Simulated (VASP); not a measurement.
Write the native input for VASP 6.6.1 that does the following.

| Quantity | Value |
| --- | --- |
| Task | single point |
| Functional | PBE |
| Potentials or basis | VASP PAW PBE potentials, release 64 (Bi_d, O) |
| Cutoff | 520 eV |
| k mesh | 8 × 8 × 8 |
| Occupations | gaussian, width 0.1 eV |
| Spin | no spin polarisation |
| Dipole correction | no |
| Further INCAR settings | ALGO = Normal; EDIFF = 1e-06; NBANDS = 41 |

The structure of Bi4O lies in POSCAR:

```
Bi4O
1.0
   -3.2624691427      3.2624691427      3.2624691427
    3.2624691427     -3.2624691427      3.2624691427
    3.2624691427      3.2624691427     -3.2624691427
Bi O
4 1
Direct
    0.0000000000      0.0000000000      0.5000000000
    0.0000000000      0.5000000000      0.0000000000
    0.5000000000      0.0000000000      0.0000000000
    0.5000000000      0.5000000000      0.5000000000
    0.0000000000      0.0000000000      0.0000000000
```

The cell was generated, and may not be a known phase.

One way to write it, as run:

INCAR

```
PREC = Accurate
ENCUT = 520
EDIFF = 1E-6
ISMEAR = 0
SIGMA = 0.1
LREAL = False
LASPH = True
NELM = 60
ALGO = Normal
ISIF = 2
LWAVE = False
LCHARG = False
GGA = PE
NBANDS = 41
```

KPOINTS

```
Automatic mesh
0
Gamma
  8 8 8
```

Potentials or basis: VASP PAW PBE potentials, release 64 (Bi_d, O).

Launch:

```bash
$ cat potpaw_PBE.64/Bi_d/POTCAR potpaw_PBE.64/O/POTCAR > POTCAR
$ mpirun -np 1 vasp_std > vasp.out
```

Results of the run:

```json
{"Pressure": "-0.1 GPa", "Band gap on the k mesh": "zero (bands 33 and 34 overlap by 1.62 eV)"}
```

Caveat: spin-orbit coupling is left out, which moves the levels of the heavy elements.

It took 2.4 min on 1 thread of Intel(R) Xeon(R) 6975P-C (Granite Rapids), on a shared host, peak memory 0.3 GiB.
